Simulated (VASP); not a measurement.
Runs of VASP 6.6.1 on Ge. The structure is that of space group Imma (No. 74), or close to it. The cells are those of the table. 

```tsv
cell	gap on the mesh (eV)	pressure (GPa)	largest force (eV/Å)
a = 3.914 Å, angles 100.8, 94.7, 136.9°, 2 atoms	none	-4.2	0.06
a = 3.807 Å, angles 100.8, 94.7, 136.9°, 2 atoms	none	2.3	(b)
a = 3.879 Å, angles 100.8, 94.7, 136.9°, 2 atoms	none	(a)	0.06
a = 3.843 Å, angles 100.8, 94.7, 136.9°, 2 atoms	none	-0.2	0.06
a = 3.983 Å, angles 100.8, 94.7, 136.9°, 2 atoms	none	-7.0	0.06
a = 3.949 Å, angles 100.8, 94.7, 136.9°, 2 atoms	none	-5.7	0.06
```

Alike in all rows: task single point; level LDA; potentials or basis VASP PAW LDA potentials, release 64 (Ge_d); no spin polarisation; k mesh 11 × 11 × 11; cutoff (eV) 520; smearing fermi-dirac 0.1 eV.

Q: Estimate the missing entries.

A: (a) -2.3; (b) 0.05.

A k mesh can miss the band edges, and the runs leave out spin-orbit coupling on Ge.

A gap of «none» marks levels without a gap at the run's occupations.
